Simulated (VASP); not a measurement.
# CdF2 (I4/mmm) in VASP: notebook, part 2 of 2

VASP 6.6.1. Earlier steps stand in the parts before.

**3. Single point, r2SCAN (strain -0.030 along x and y, +0.000 along z)**

The input, POSCAR:

```
CdF2
1.0
    0.0000000000      2.6131800000      2.6940000000
    2.6131800000      0.0000000000      2.6940000000
    2.6131800000      2.6131800000      0.0000000000
Cd F
1 2
Direct
    0.0000000000      0.0000000000      0.0000000000
    0.2500000000      0.2500000000      0.2500000000
    0.7500000000      0.7500000000      0.7500000000
```

The input, INCAR.step1:

```
SYSTEM = CdF2
PREC = Accurate ; ENCUT = 520
ISMEAR = 0 ; SIGMA = 0.05
LREAL = .FALSE. ; LASPH = .TRUE.
NELM = 80 ; NBANDS = 20
GGA = PE ; ALGO = Normal
EDIFF = 1E-4 ; LWAVE = .TRUE.
LCHARG = .FALSE.
```

The input, INCAR.step2:

```
SYSTEM = CdF2
PREC = Accurate ; ENCUT = 520
EDIFF = 1E-7 ; ISMEAR = 0
SIGMA = 0.05 ; LREAL = .FALSE.
LASPH = .TRUE. ; NELM = 80
ALGO = Normal ; ISIF = 2
LWAVE = .FALSE. ; LCHARG = .FALSE.
METAGGA = R2SCAN ; LMIXTAU = .TRUE.
NBANDS = 20 ; ISTART = 1
```

The input, KPOINTS:

```
Automatic mesh
0
G
  8 8 8
  0 0 0
```

Potentials or basis: VASP PAW PBE potentials, release 64 (Cd, F).

Run with:

```
> cat potpaw_PBE.64/Cd/POTCAR potpaw_PBE.64/F/POTCAR > POTCAR
> cp INCAR.step1 INCAR
> mpirun -np 1 vasp_std > vasp.out
> cp INCAR.step2 INCAR
> mpirun -np 1 vasp_std > vasp.out
```

OUTCAR:

```text
SYSTEM = CdF2
   PREC = Accurate
   ENCUT = 520
   EDIFF = 1E-7
   ISMEAR = 0
   LREAL = .FALSE.
   LASPH = .TRUE.
   NELM = 80
   ISIF = 2
   METAGGA = R2SCAN
   ISTART = 1

 ion  position               nearest neighbor table
   1  0.000  0.000  0.000-   3 2.29   2 2.29   3 2.29   2 2.29   3 2.29   3 2.29   2 2.29   2 2.29

   2  0.250  0.250  0.250-   1 2.29   1 2.29   1 2.29   1 2.29
   3  0.750  0.750  0.750-   1 2.29   1 2.29   1 2.29   1 2.29

  LATTYP: Found a body centered tetragonal cell.
 ALAT       =     3.6955945969
 C/A-ratio  =     1.4579521262

  Lattice vectors:

 A1 = (  -2.6131800000,   0.0000000000,   2.6940000000)
 A2 = (   2.6131800000,   0.0000000000,   2.6940000000)
 A3 = (   0.0000000000,   2.6131800000,  -2.6940000000)

Analysis of symmetry for initial positions (statically):
=====================================================================
 Subroutine PRICEL returns:
 Original cell was already a primitive cell.

 Routine SETGRP: Setting up the symmetry group for a
 body centered tetragonal supercell.

 Subroutine GETGRP returns: Found 16 space group operations
 (whereof 16 operations were pure point group operations)
 out of a pool of 16 trial point group operations.

The static configuration has the point symmetry D_4h.

Analysis of symmetry for dynamics (positions and initial velocities):
=====================================================================
 Subroutine PRICEL returns:
 Original cell was already a primitive cell.

 Routine SETGRP: Setting up the symmetry group for a
 body centered tetragonal supercell.

 Subroutine GETGRP returns: Found 16 space group operations
 (whereof 16 operations were pure point group operations)
 out of a pool of 16 trial point group operations.

[... 115 lines left out ...]
   EMIN   =  10.00;   EMAX   =-10.00  energy-range for DOS
   EFERMI =   0.00;   METHOD = LEGACY
   ISMEAR =     0;   SIGMA  =   0.05  broadening in eV -4-tet -1-fermi 0-gaus
   EFERMI_NEDOS =   21; number of points for ismear=-14 and -15
   IALGO  =     38    algorithm
   IMIX   =      4    mixing-type and parameters
     AMIX     =   0.40;   BMIX     =  1.00
     AMIX_MAG =   1.60;   BMIX_MAG =  1.00
  volume/ion in A,a.u.               =      12.26        82.76
  Fermi-wavevector in a.u.,A,eV,Ry     =   1.458178  2.755557 28.929837  2.126283
  Thomas-Fermi vector in A             =   2.574893
   LORBIT       =      0    0 simple, 1 ext, 2 COOP (PROOUT), +10 PAW based schemes
   METAGGA = R2SCAN    functional components
   LHFCALC =     F    Hartree Fock is set to
   AEXX    =    0.0000 exact exchange contribution
   IVDW    =     0    specifies the selected vdW correction
   LEPSILON=     F    determine dielectric tensor
   LRPA    =     F    only Hartree local field effects (RPA)
 non-spin polarized calculation
 Gauss-broadening in eV      SIGMA  =   0.05
  energy-cutoff  :      520.00
  volume of cell :       36.79
 maximum number of plane-waves:      1008
   NGX = 13   NGY = 13   NGZ = 13

 number of electron      26.0000016 magnetization

 Free energy of the ion-electron system (eV)
  ---------------------------------------------------
  ext. energy  EPLUGINS =         0.00000000
  ---------------------------------------------------
  free energy    TOTEN  =       -33.63402397 eV

  energy without entropy =      -33.63402397  energy(sigma->0) =      -33.63402397

 E-fermi :  -1.0612     XC(G=0): -11.4088

 val. band max:       -1.3621488486   @ k =  -0.2500   0.2500   0.5000
 cond. band min:       2.5766833696   @ k =   0.0000   0.0000   0.0000
 fundamental gap:      3.9388322182
 Fermi energy:        -1.0612484194

 k-point     1 :       0.0000    0.0000    0.0000
  band No.  band energies     occupation
      1     -23.6890      2.00000
      2     -22.4409      2.00000
      3      -7.2499      2.00000
      4      -7.2360      2.00000
      5      -7.2360      2.00000
      6      -5.7161      2.00000
[... 541 lines left out ...]
     19      19.1320      0.00000
     20      21.0657      0.00000

 [... further k-points ...]

------------------------ aborting loop because EDIFF is reached ----------------------------------------

  FORCE on cell =-STRESS in cart. coord.  units (eV):
  Direction    XX          YY          ZZ          XY          YZ          ZX
  --------------------------------------------------------------------------------------
  -------------------------------------------------------------------------------------
  Total        2.4333563      2.4333563      1.6086100      0.0000000     -0.0000000     -0.0000000
  in kB      105.9619762    105.9619762     70.0478980      0.0000000     -0.0000000     -0.0000000
  external PRESSURE =      93.9906168 kB  Pullay stress =       0.0000000 kB

 VOLUME and BASIS-vectors are now :
 -----------------------------------------------------------------------------
  energy-cutoff  :      520.00
  volume of cell :       36.79
      direct lattice vectors                 reciprocal lattice vectors
     0.000000000  2.613180000  2.694000000    -0.191337757  0.191337757  0.185597624
     2.613180000  0.000000000  2.694000000     0.191337757 -0.191337757  0.185597624
     2.613180000  2.613180000  0.000000000     0.191337757  0.191337757 -0.185597624

 POSITION                                       TOTAL-FORCE (eV/Angst)
 -----------------------------------------------------------------------------------
      0.00000      0.00000      0.00000         0.000000     -0.000000     -0.000000
      1.30659      1.30659      1.34700         0.000000      0.000000      0.000000
      3.91977      3.91977      4.04100        -0.000000     -0.000000     -0.000000
 -----------------------------------------------------------------------------------
    total drift:                                0.000000      0.000000      0.000000

  FREE ENERGIE OF THE ION-ELECTRON SYSTEM (eV)
  ---------------------------------------------------
  free  energy   TOTEN  =       -33.6340239747 eV

  energy  without entropy=      -33.6340239747  energy(sigma->0) =      -33.63402397
```

OSZICAR.step1:

```text
N       E                     dE             d eps       ncg     rms          rms(c)
DAV:   1     0.195656399136E+03    0.19566E+03   -0.15793E+04  2464   0.134E+03
DAV:   2    -0.423039126715E+01   -0.19989E+03   -0.19223E+03  2588   0.347E+02
DAV:   3    -0.123047203225E+02   -0.80743E+01   -0.80536E+01  2680   0.762E+01
DAV:   4    -0.123386849146E+02   -0.33965E-01   -0.33963E-01  2584   0.502E+00
DAV:   5    -0.123388079100E+02   -0.12300E-03   -0.12299E-03  2656   0.268E-01    0.112E+01
DAV:   6    -0.106644819377E+02    0.16743E+01   -0.37640E+00  2944   0.356E+01    0.828E+00
DAV:   7    -0.107090409733E+02   -0.44559E-01   -0.84734E-01  2424   0.840E+00    0.474E+00
DAV:   8    -0.107047230663E+02    0.43179E-02   -0.11369E-01  2436   0.341E+00    0.657E-01
DAV:   9    -0.106972988091E+02    0.74243E-02   -0.28524E-02  2852   0.233E+00    0.820E-02
DAV:  10    -0.106978822962E+02   -0.58349E-03   -0.27250E-03  2440   0.538E-01    0.114E-01
DAV:  11    -0.106979744785E+02   -0.92182E-04   -0.83216E-05  2100   0.818E-02
   1 F= -.10697974E+02 E0= -.10697974E+02  d E =-.266750E-13
```

Wall time 78 s (1 thread of Intel Xeon 6975P-C (Granite Rapids), shared host); peak memory 0.19 GiB.

Results:

| Property | Result |
| --- | --- |
| Free energy | -33.6340 eV |
| Pressure | 9.4 GPa |
| Band gap on the k mesh | 3.94 eV (least direct gap 4.31 eV) |

Levels at points of the mesh, in eV from the valence-band top:
```csv
k point,band 10,band 11,band 12,band 13,band 14,band 15,band 16,band 17
"(0.00, 0.00, 0.00)",-1.09,-0.47,-0.47,-0.37,3.94,13.86,13.86,13.94
"(0.50, 0.00, 0.00)",-2.16,-2.08,-0.38,-0.37,8.45,9.85,16.02,16.27
"(0.50, 0.50, 0.00)",-3.19,-0.78,-0.09,-0.09,9.40,10.95,12.30,15.95
"(0.50, 0.00, 0.50)",-3.09,-0.60,-0.17,-0.09,9.35,10.84,12.31,15.60
```

Caveat: the cell differs from its parent crystal (strain -0.030 along x and y, +0.000 along z); the cell stands under pressure; the PAW data sets were made with another functional, which shifts forces and pressure a little. A k mesh can miss the band edges.

**4. Single point, r2SCAN (strain -0.030 along x and y, +0.015 along z)**

The input, POSCAR:

```
CdF2
1.0
    0.0000000000      2.6131800000      2.7344100000
    2.6131800000      0.0000000000      2.7344100000
    2.6131800000      2.6131800000      0.0000000000
Cd F
1 2
Direct
    0.0000000000      0.0000000000      0.0000000000
    0.2500000000      0.2500000000      0.2500000000
    0.7500000000      0.7500000000      0.7500000000
```

The input, INCAR.step1:

```
PREC = Accurate
ENCUT = 520
ISMEAR = 0
SIGMA = 0.05
LREAL = False
LASPH = True
NELM = 80
NBANDS = 20
GGA = PE
ALGO = Normal
EDIFF = 1E-4
LWAVE = True
LCHARG = False
```

The input, INCAR.step2:

```
PREC = Accurate
ENCUT = 520
EDIFF = 1E-7
ISMEAR = 0
SIGMA = 0.05
LREAL = False
LASPH = True
NELM = 80
ALGO = Normal
ISIF = 2
LWAVE = False
LCHARG = False
METAGGA = R2SCAN
LMIXTAU = True
NBANDS = 20
ISTART = 1
```

The input, KPOINTS:

```
regular mesh
0
Gamma
  8 8 8
```

Run with:

```
> cat potpaw_PBE.64/Cd/POTCAR potpaw_PBE.64/F/POTCAR > POTCAR
> cp INCAR.step1 INCAR
> mpirun -np 1 vasp_std > vasp.out
> cp INCAR.step2 INCAR
> mpirun -np 1 vasp_std > vasp.out
```

Wall time 77 s (1 thread of Intel Xeon 6975P-C (Granite Rapids), shared host); peak memory 0.19 GiB.

It converged, with:

| Quantity | Value |
| --- | --- |
| Free energy | -33.6534 eV |
| Pressure | 7.1 GPa |
| Band gap on the k mesh | 3.86 eV (least direct gap 4.24 eV) |

Stress tensor (GPa, compression positive):
```
8.86 0.00 0.00
0.00 8.86 0.00
0.00 0.00 3.56
```

Levels at points of the mesh, in eV from the valence-band top:
| k point | band 9 | band 10 | band 11 | band 12 | band 13 | band 14 | band 15 | band 16 | band 17 | band 18 |
| --- | --- | --- | --- | --- | --- | --- | --- | --- | --- | --- |
| (0.00, 0.00, 0.00) | -1.01 | -1.01 | -0.53 | -0.53 | -0.39 | 3.86 | 13.77 | 13.77 | 13.89 | 18.33 |
| (0.50, 0.00, 0.00) | -2.54 | -2.12 | -2.01 | -0.41 | -0.40 | 8.30 | 9.77 | 15.82 | 16.17 | 19.02 |
| (0.50, 0.50, 0.00) | -3.21 | -3.21 | -0.81 | -0.09 | -0.09 | 9.24 | 10.88 | 12.28 | 15.83 | 15.83 |
| (0.50, 0.00, 0.50) | -3.21 | -3.08 | -0.54 | -0.21 | -0.08 | 9.19 | 10.70 | 12.27 | 15.31 | 15.93 |

Caveat: the cell differs from its parent crystal (strain -0.030 along x and y, +0.015 along z); the cell stands under pressure; the PAW data sets were made with another functional, which shifts forces and pressure a little.

**5. Summary**

| cell | gap on the mesh (eV) | pressure (GPa) |
| --- | --- | --- |
| a = 3.724, b = 3.724, c = 3.696 Å, angles 60.3, 60.3, 59.5°, 3 atoms | 4.01 | 11.9 |
| a = 3.753, b = 3.753, c = 3.696 Å, angles 60.5, 60.5, 59.0°, 3 atoms | 3.94 | 9.4 |
| a = 3.782, b = 3.782, c = 3.696 Å, angles 60.8, 60.8, 58.5°, 3 atoms | 3.86 | 7.1 |

Alike in all rows: task single point; level r2SCAN; potentials or basis VASP PAW PBE potentials, release 64 (Cd, F); no spin polarisation; k mesh 8 × 8 × 8; cutoff (eV) 520; smearing gaussian 0.05 eV.

Caveats: the cell stands under pressure; the PAW data sets were made with another functional, which shifts forces and pressure a little.

Absolute energies hang on the potentials; compare differences alone.
